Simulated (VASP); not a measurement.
Set up this calculation in VASP 6.6.1, as the native input.

```yaml
Task: single point
Functional: PBE
Potentials_or_basis: VASP PAW PBE potentials, release 64 (C)
Cutoff: 520 eV
k_mesh: 13 × 13 × 13
Occupations: fermi-dirac, width 0.05 eV
Spin: no spin polarisation
Dipole_correction: no
Further_INCAR_settings: ALGO = Normal; EDIFF = 1e-07; NBANDS = 11
```

The structure of C lies in POSCAR:

```
C
1.0
    0.0000000000      1.7833700000      1.7833700000
    1.7833700000      0.0000000000      1.7833700000
    1.7833700000      1.7833700000      0.0000000000
C
2
Direct
    0.7477760000      0.7530630000      0.7541630000
    0.4892810000      0.4986030000      0.4935990000
```

This cell differs from its parent crystal: atoms moved at random.

These files were run (other wordings do the same):

INCAR

```
PREC     = Accurate       # precision mode
ENCUT    = 520            # plane-wave cutoff, eV
EDIFF    = 1E-7           # SCF threshold, eV
ISMEAR   = -1             # smearing method
SIGMA    = 0.05           # smearing width, eV
LREAL    = F              # projectors in reciprocal space
LASPH    = T              # aspherical terms in the spheres
NELM     = 80             # most SCF steps
ALGO     = Normal         # electronic algorithm
ISIF     = 2              # what is computed and relaxed
LWAVE    = F              # write WAVECAR
LCHARG   = F              # write CHGCAR
GGA      = PE             # functional
NBANDS   = 11             # bands
```

KPOINTS

```
regular mesh
0
Gamma
  13 13 13
```

Potentials or basis: VASP PAW PBE potentials, release 64 (C).

Run with:

```console
$ cat potpaw_PBE.64/C/POTCAR > POTCAR
$ mpirun -np 1 vasp_std > vasp.out
```

It gave:

```yaml
Pressure: 3.2 GPa
Largest_force: 1.670 eV/Å
Band_gap_on_the_k_mesh: 3.23 eV, indirect (least direct gap 3.98 eV)
```

Caveat: the cell differs from its parent crystal (atoms moved at random); forces of over 1 eV/Å act on the atoms, so gaps and moduli don't describe the material at rest.

Wall time 120 s on 1 thread of AMD EPYC 7R43 64-Core Processor (Zen 3), on a shared host, peak memory 0.17 GiB.
